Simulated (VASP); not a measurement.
# Pb (Fm-3m) in VASP: notebook

The runs below take Pb through relaxation of cell and atoms, single point, with PBEsol, PBE.

Program: VASP 6.6.1. These are calculated values, not measurements. Logs are shortened: lines on timing, memory, paths and dates and some standing lists are left out, and cuts for length are marked.

## (1) The cell of the first run

Symmetry: Fm-3m, No. 225, cubic system. Conventional cell: a = 4.950 Å, b = 4.950 Å, c = 4.950 Å, α = 90.00°, β = 90.00°, γ = 90.00°. Pb (site symmetry m-3m) has 12 Pb at 3.50 Å within 4.6 Å.

## (2) Relaxation of cell and atoms, PBEsol

The input, INCAR:

```
SYSTEM = Pb
PREC = Accurate ; ENCUT = 600
EDIFF = 1E-7 ; ISMEAR = -1
SIGMA = 0.05 ; LREAL = .False.
LASPH = .True. ; NELM = 100
ALGO = Normal ; ISIF = 3
LWAVE = .False. ; LCHARG = .False.
GGA = PS ; IBRION = 2
NSW = 80 ; EDIFFG = -0.005
```

The input, KPOINTS:

```
regular mesh
0
Gamma
  9 9 9
  0 0 0
```

The input, POSCAR:

```
Pb
1.0
    0.0000000000      2.4750200000      2.4750200000
    2.4750200000      0.0000000000      2.4750200000
    2.4750200000      2.4750200000      0.0000000000
Pb
1
Direct
    0.0000000000      0.0000000000      0.0000000000
```

Potentials or basis: VASP PAW PBE potentials, release 64 (Pb_d).

Started as:

```
> cat potpaw_PBE.64/Pb_d/POTCAR > POTCAR
> mpirun -np 1 vasp_std > vasp.out
```

OUTCAR:

```text
SYSTEM = Pb
   PREC = Accurate
   ENCUT = 600
   EDIFF = 1E-7
   ISMEAR = -1
   LREAL = .False.
   LASPH = .True.
   NELM = 100
   ISIF = 3
   GGA = PS
   IBRION = 2
   NSW = 80
   EDIFFG = -0.005

 ion  position               nearest neighbor table
   1  0.000  0.000  0.000-

  LATTYP: Found a face centered cubic cell.
 ALAT       =     4.9500400000

  Lattice vectors:

 A1 = (   0.0000000000,   2.4750200000,   2.4750200000)
 A2 = (   2.4750200000,   0.0000000000,   2.4750200000)
 A3 = (   2.4750200000,   2.4750200000,   0.0000000000)

Analysis of symmetry for initial positions (statically):
[... 5 lines left out ...]
 face centered cubic supercell.

 Subroutine GETGRP returns: Found 48 space group operations
 (whereof 48 operations were pure point group operations)
 out of a pool of 48 trial point group operations.

The static configuration has the point symmetry O_h .

Analysis of symmetry for dynamics (positions and initial velocities):
[... 5 lines left out ...]
 face centered cubic supercell.

 Subroutine GETGRP returns: Found 48 space group operations
 (whereof 48 operations were pure point group operations)
 out of a pool of 48 trial point group operations.

The dynamic configuration has the point symmetry O_h .

 Subroutine INISYM returns: Found 48 space group operations
 (whereof 48 operations are pure point group operations),
 and found     1 'primitive' translations

----------------------------------------------------------------------------------------

                                     Primitive cell

  volume of cell :      30.3226

  direct lattice vectors                    reciprocal lattice vectors
     0.000000000  2.475020000  2.475020000    -0.202018570  0.202018570  0.202018570
     2.475020000  0.000000000  2.475020000     0.202018570 -0.202018570  0.202018570
     2.475020000  2.475020000  0.000000000     0.202018570  0.202018570 -0.202018570

  length of vectors
     3.500206851  3.500206851  3.500206851     0.349906427  0.349906427  0.349906427

  position of ions in fractional coordinates (direct lattice)
     0.000000000  0.000000000  0.000000000

  ion indices of the primitive-cell ions
   primitive index   ion index
                 1           1

----------------------------------------------------------------------------------------

 KPOINTS: regular mesh

Automatic generation of k-mesh.
 Grid dimensions read from file:
 generate k-points for:    9    9    9

 Generating k-lattice:

  Cartesian coordinates                     Fractional coordinates (reciprocal lattice)
    -0.022446508  0.022446508  0.022446508     0.111111111  0.000000000  0.000000000
     0.022446508 -0.022446508  0.022446508     0.000000000  0.111111111  0.000000000
     0.022446508  0.022446508 -0.022446508     0.000000000  0.000000000  0.111111111

  Length of vectors
     0.038878492  0.038878492  0.038878492

  Shift w.r.t. Gamma in fractional coordinates (k-lattice)
     0.000000000  0.000000000  0.000000000

 Subroutine IBZKPT returns following result:
 ===========================================

 Found     35 irreducible k-points:

 Following reciprocal coordinates:
            Coordinates               Weight
  0.000000  0.000000  0.000000      1.000000
  0.111111  0.000000  0.000000      8.000000
  0.222222  0.000000  0.000000      8.000000
  0.333333  0.000000  0.000000      8.000000
  0.444444  0.000000  0.000000      8.000000
  0.111111  0.111111  0.000000      6.000000
[... 16 lines left out ...]
 -0.333333  0.333333  0.000000     12.000000
  0.444444  0.444444  0.000000      6.000000
 [... further k-points ...]
   k-points           NKPTS =     35   k-points in BZ     NKDIM =     35   number of bands    NBANDS=     11
   number of dos      NEDOS =    301   number of ions     NIONS =      1
   total plane-waves  NPLWV =  21952
   dimension x,y,z NGX =    28 NGY =   28 NGZ =   28
   dimension x,y,z NGXF=    56 NGYF=   56 NGZF=   56
   ions per type =               1
   NGX,Y,Z   is equivalent  to a cutoff of  13.30, 13.30, 13.30 a.u.
   NGXF,Y,Z  is equivalent  to a cutoff of  26.60, 26.60, 26.60 a.u.
 SYSTEM =  Pb
   PREC   = accura    normal or accurate (medium, high low for compatibility)
   ISTART =      0    job   : 0-new  1-cont  2-samecut
   ICHARG =      2    charge: 1-file 2-atom 10-const
   ISPIN  =      1    spin polarized calculation?
   LNONCOLLINEAR =      F non collinear calculations
   LSORBIT =      F    spin-orbit coupling
   LASPH  =      T    aspherical Exc in radial PAW
   ENCUT  =  600.0 eV  44.10 Ry    6.64 a.u.   6.99  6.99  6.99*2*pi/ulx,y,z
   NELM   =    100;   NELMIN=  2; NELMDL= -5     # of ELM steps
   EDIFF  = 0.1E-06   stopping-criterion for ELM
   LREAL  =      F    real-space projection
   EDIFFG = -.5E-02   stopping-criterion for IOM
   NSW    =     80    number of steps for IOM
   IBRION =      2    ionic relax: 0-MD 1-quasi-New 2-CG
   NFREE  =      1    steps in history (QN), initial steepest desc. (CG)
   ISIF   =      3    stress and relaxation
   ISYM   =      2    0-nonsym 1-usesym 2-fastsym
   POTIM  = 0.5000    time-step for ionic-motion
   TEBEG  =    0.0;   TEEND  =   0.0 temperature during run
   PSTRESS=    0.0 pullay stress
   NELECT =      14.0000    total number of electrons
   NUPDOWN=      -1.0000    fix difference up-down
   EMIN   =  10.00;   EMAX   =-10.00  energy-range for DOS
   EFERMI =   0.00;   METHOD = LEGACY
   ISMEAR =    -1;   SIGMA  =   0.05  broadening in eV -4-tet -1-fermi 0-gaus
   EFERMI_NEDOS =   21; number of points for ismear=-14 and -15
   IALGO  =     38    algorithm
   IMIX   =      4    mixing-type and parameters
     AMIX     =   0.40;   BMIX     =  1.00
     AMIX_MAG =   1.60;   BMIX_MAG =  1.00
  volume/ion in A,a.u.               =      30.32       204.63
  Fermi-wavevector in a.u.,A,eV,Ry     =   1.265306  2.391081 21.782907  1.600999
  Thomas-Fermi vector in A             =   2.398566
   LORBIT       =      0    0 simple, 1 ext, 2 COOP (PROOUT), +10 PAW based schemes
   GGA     = PS    functional components
   LHFCALC =     F    Hartree Fock is set to
   AEXX    =    0.0000 exact exchange contribution
   IVDW    =     0    specifies the selected vdW correction
   LEPSILON=     F    determine dielectric tensor
   LRPA    =     F    only Hartree local field effects (RPA)
 conjugate gradient relaxation of ions
 non-spin polarized calculation
  energy-cutoff  :      600.00
  volume of cell :       30.32
 maximum number of plane-waves:      1022
   NGX = 13   NGY = 13   NGZ = 13

--------------------------------------- Ionic step        1  -------------------------------------------

 number of electron      13.9999999 magnetization

 Free energy of the ion-electron system (eV)
  ---------------------------------------------------
  ext. energy  EPLUGINS =         0.00000000
  ---------------------------------------------------
  free energy    TOTEN  =        -4.01738415 eV

  energy without entropy =       -4.01428211  energy(sigma->0) =       -4.01583313

------------------------ aborting loop because EDIFF is reached ----------------------------------------

  FORCE on cell =-STRESS in cart. coord.  units (eV):
  Direction    XX          YY          ZZ          XY          YZ          ZX
  --------------------------------------------------------------------------------------
  -------------------------------------------------------------------------------------
  Total       -0.1187519     -0.1187519     -0.1187519      0.0000000      0.0000000     -0.0000000
  in kB       -6.2745848     -6.2745848     -6.2745848      0.0000000      0.0000000     -0.0000000
  external PRESSURE =      -6.2745848 kB  Pullay stress =       0.0000000 kB
[... 55 lines left out ...]
  energy  without entropy=       -4.0150155331  energy(sigma->0) =       -4.01653850

--------------------------------------- Ionic step        3  -------------------------------------------

 number of electron      13.9999999 magnetization

 Free energy of the ion-electron system (eV)
  ---------------------------------------------------
  ext. energy  EPLUGINS =         0.00000000
  ---------------------------------------------------
  free energy    TOTEN  =        -4.01814798 eV

  energy without entropy =       -4.01509621  energy(sigma->0) =       -4.01662210

 E-fermi :   7.0861     XC(G=0): -10.4039

 val. band max:        6.8622591586   @ k =  -0.3333   0.3333   0.1111
 cond. band min:       7.0902040816   @ k =  -0.2222   0.3333   0.1111
 fundamental gap:      0.2279449229
 Fermi energy:         7.0860593198

 k-point     1 :       0.0000    0.0000    0.0000
  band No.  band energies     occupation
      1      -9.7546      2.00000
      2      -9.7546      2.00000
      3      -9.7546      2.00000
      4      -9.6068      2.00000
      5      -9.6068      2.00000
      6      -4.6126      2.00000
      7      14.7574      0.00000
      8      14.7574      0.00000
      9      14.7574      0.00000
     10      17.0162      0.00000
     11      18.7246      0.00000
[... 309 lines left out ...]
 k-point    24 :       0.4444    0.4444    0.0000
  band No.  band energies     occupation
      1      -9.9219      2.00000
      2      -9.8267      2.00000
      3      -9.4813      2.00000
      4      -9.4411      2.00000
      5      -9.4411      2.00000
      6       0.0764      2.00000
      7       4.4879      2.00000
      8       9.3981      0.00000
      9       9.3981      0.00000
     10      12.7434      0.00000
     11      13.9769      0.00000

 [... further k-points ...]
[... 5 lines left out ...]
  --------------------------------------------------------------------------------------
  -------------------------------------------------------------------------------------
  Total        0.0005879      0.0005879      0.0005879     -0.0000000     -0.0000000     -0.0000000
  in kB        0.0314674      0.0314674      0.0314674     -0.0000000     -0.0000000     -0.0000000
  external PRESSURE =       0.0314674 kB  Pullay stress =       0.0000000 kB
[... 16 lines left out ...]
  FREE ENERGIE OF THE ION-ELECTRON SYSTEM (eV)
  ---------------------------------------------------
  free  energy   TOTEN  =        -4.0181479841 eV

  energy  without entropy=       -4.0150962134  energy(sigma->0) =       -4.01662210

 reached required accuracy - stopping structural energy minimisation
```

Run time: 20 s. Hardware: 1 thread of Intel Xeon 6975P-C, shared host; peak memory 0.17 GiB.

Results:

| Property | Result |
| --- | --- |
| Free energy | -4.0181 eV |
| Relaxed volume | 29.93 Å³/atom |
| Relaxed cell | a = 3.485 Å, b = 3.485 Å, c = 3.485 Å, α = 60.00°, β = 60.00°, γ = 60.00° |
| Space group after relaxing (to 0.05 Å) | Fm-3m (No. 225) |
| Energy gained by relaxing | 0.8 meV/atom |
| Ionic steps | 3 |
| Pressure after relaxing | 0.0 GPa |
| Band gap on the k mesh | zero (band 7 reaches 14.76 eV, above the bottom of band 8 at 5.66 eV) |

The path:
```tsv
step	energy change (eV)	largest force (eV/Å)	pressure (GPa)	volume (Å³)
1	0.0000	0.0000	-0.63	30.32
2	-0.0007	0.0000	0.22	29.80
3	-0.0008	0.0000	0.00	29.93
```

Final structure:
```xyz
1
Lattice="0.0000 2.4644 2.4644 2.4644 0.0000 2.4644 2.4644 2.4644 0.0000" Properties=species:S:1:pos:R:3 pbc="T T T"
Pb    0.0000    0.0000    0.0000
```

Levels at points of the mesh, in eV from the Fermi level:
| k point | band 4 | band 5 | band 6 | band 7 | band 8 | band 9 | band 10 | band 11 |
| --- | --- | --- | --- | --- | --- | --- | --- | --- |
| (0.00, 0.00, 0.00) | -16.69 | -16.69 | -11.70 | 7.67 | 7.67 | 7.67 | 9.93 | 11.64 |

Caveat: the PAW data sets were made with another functional, which shifts forces and pressure a little; spin-orbit coupling is left out, which moves the levels of the heavy elements.

## (3) Single point, PBEsol, non-collinear spin, zero start, spin-orbit coupling

The input, INCAR:

```
PREC = Accurate ; ENCUT = 520
EDIFF = 1E-6 ; ISMEAR = -1
SIGMA = 0.05 ; LREAL = False
LASPH = True ; NELM = 150
ALGO = Normal ; ISIF = 2
LWAVE = False ; LCHARG = True
MAGMOM = 0 0 0 ; LORBIT = 11
LSORBIT = True ; GGA_COMPAT = False
LORBMOM = True ; GGA = PS
LVHAR = True ; NBANDS = 25
```

The input, KPOINTS:

```
Automatic mesh
0
Gamma
  7 7 7
```

POSCAR is that of step 2.

Potentials or basis: VASP PAW PBE potentials, release 64 (Pb_d).

Started as:

```
> cat potpaw_PBE.64/Pb_d/POTCAR > POTCAR
> mpirun -np 1 vasp_ncl > vasp.out
```

OUTCAR:

```text
PREC = Accurate
   ENCUT = 520
   EDIFF = 1E-6
   ISMEAR = -1
   LREAL = False
   LASPH = True
   NELM = 150
   ISIF = 2
   LORBIT = 11
   LSORBIT = True
   GGA = PS

 ion  position               nearest neighbor table
   1  0.000  0.000  0.000-

  LATTYP: Found a face centered cubic cell.
 ALAT       =     4.9500400000

  Lattice vectors:

 A1 = (   0.0000000000,   2.4750200000,   2.4750200000)
 A2 = (   2.4750200000,   0.0000000000,   2.4750200000)
 A3 = (   2.4750200000,   2.4750200000,   0.0000000000)

Analysis of symmetry for initial positions (statically):
[... 5 lines left out ...]
 face centered cubic supercell.

 Subroutine GETGRP returns: Found 48 space group operations
 (whereof 48 operations were pure point group operations)
 out of a pool of 48 trial point group operations.

The static configuration has the point symmetry O_h .

Analysis of symmetry for dynamics (positions and initial velocities):
[... 5 lines left out ...]
 face centered cubic supercell.

 Subroutine GETGRP returns: Found 48 space group operations
 (whereof 48 operations were pure point group operations)
 out of a pool of 48 trial point group operations.

The dynamic configuration has the point symmetry O_h .

Analysis of structural, dynamic, and magnetic symmetry:
=====================================================================
 Subroutine PRICEL returns:
 Original cell was already a primitive cell.

 Routine SETGRP: Setting up the symmetry group for a
 face centered cubic supercell.

 Subroutine GETGRP returns: Found 48 space group operations
 (whereof 48 operations were pure point group operations)
 out of a pool of 48 trial point group operations.

The overall configuration has the point symmetry O_h .

 Subroutine INISYM returns: Found 48 space group operations
 (whereof 48 operations are pure point group operations),
 and found     1 'primitive' translations

[... 710 lines left out ...]
  -------------------------------------------------------------------------------------
  Total       -0.0386035     -0.0386035     -0.0386035      0.0000000     -0.0000000     -0.0000000
  in kB       -2.0397212     -2.0397212     -2.0397212      0.0000000     -0.0000000     -0.0000000
  external PRESSURE =      -2.0397212 kB  Pullay stress =       0.0000000 kB

 VOLUME and BASIS-vectors are now :
 -----------------------------------------------------------------------------
  energy-cutoff  :      520.00
  volume of cell :       30.32
      direct lattice vectors                 reciprocal lattice vectors
     0.000000000  2.475020000  2.475020000    -0.202018570  0.202018570  0.202018570
     2.475020000  0.000000000  2.475020000     0.202018570 -0.202018570  0.202018570
     2.475020000  2.475020000  0.000000000     0.202018570  0.202018570 -0.202018570

 POSITION                                       TOTAL-FORCE (eV/Angst)
 -----------------------------------------------------------------------------------
      0.00000      0.00000      0.00000        -0.000000     -0.000000     -0.000000
 -----------------------------------------------------------------------------------
    total drift:                               -0.000000     -0.000000     -0.000000

  FREE ENERGIE OF THE ION-ELECTRON SYSTEM (eV)
  ---------------------------------------------------
  free  energy   TOTEN  =        -4.5547414952 eV

  energy  without entropy=       -4.5518679194  energy(sigma->0) =       -4.55330471

 orbital moment (x)

 # of ion     p       d       tot
 ----------------------------------------
  1        -0.000   0.000  -0.000
 ----------------------------------------
           -0.000   0.000  -0.000

 orbital moment (y)

 # of ion     p       d       tot
 ----------------------------------------
  1        -0.000   0.000  -0.000
 ----------------------------------------
           -0.000   0.000  -0.000

 orbital moment (z)

 # of ion     p       d       tot
 ----------------------------------------
  1         0.000   0.000   0.000
 ----------------------------------------
            0.000   0.000   0.000

 Spin-Orbit-Coupling matrix elements

 Ion:    1  E_soc:     -1.1452305
 l=   1
     0.0000000    -0.1231114    -0.1231114
    -0.1231114     0.0000000    -0.1231114
    -0.1231114    -0.1231114     0.0000000
 l=   2
     0.0000000    -0.0136037     0.0000000    -0.0136037    -0.0541567
    -0.0136037     0.0000000    -0.0406175    -0.0136037    -0.0135392
     0.0000000    -0.0406175     0.0000000    -0.0406175     0.0000000
    -0.0136037    -0.0136037    -0.0406175     0.0000000    -0.0135392
    -0.0541567    -0.0135392     0.0000000    -0.0135392     0.0000000
 l=   3
     0.0000000     0.0000000     0.0000000     0.0000000     0.0000000     0.0000000     0.0000000
     0.0000000     0.0000000     0.0000000     0.0000000     0.0000000     0.0000000     0.0000000
     0.0000000     0.0000000     0.0000000     0.0000000     0.0000000     0.0000000     0.0000000
     0.0000000     0.0000000     0.0000000     0.0000000     0.0000000     0.0000000     0.0000000
     0.0000000     0.0000000     0.0000000     0.0000000     0.0000000     0.0000000     0.0000000
     0.0000000     0.0000000     0.0000000     0.0000000     0.0000000     0.0000000     0.0000000
     0.0000000     0.0000000     0.0000000     0.0000000     0.0000000     0.0000000     0.0000000

 total charge

# of ion       s       p       d       tot
------------------------------------------
    1        1.393   0.755   9.808  11.957

 magnetization (x)

# of ion       s       p       d       tot
------------------------------------------
    1        0.000  -0.000   0.000   0.000

 magnetization (y)

# of ion       s       p       d       tot
------------------------------------------
    1        0.000   0.000   0.000   0.000

 magnetization (z)

# of ion       s       p       d       tot
------------------------------------------
    1        0.000   0.000   0.000   0.000
```

Run time: 30 s. Hardware: 1 thread of Intel Xeon 6975P-C, shared host; peak memory 0.24 GiB.

Results:

- Free energy: -4.5547 eV
- Pressure: -0.2 GPa
- Net moment: 0.00 μB per cell
- Valence electrons inside the program's atomic spheres: Pb 11.96

Moments on the atoms (μB; x, y, z):
```
Pb  0.00 0.00 0.00
```

Caveat: the PAW data sets were made with another functional, which shifts forces and pressure a little.

[end of part 1 of 2]
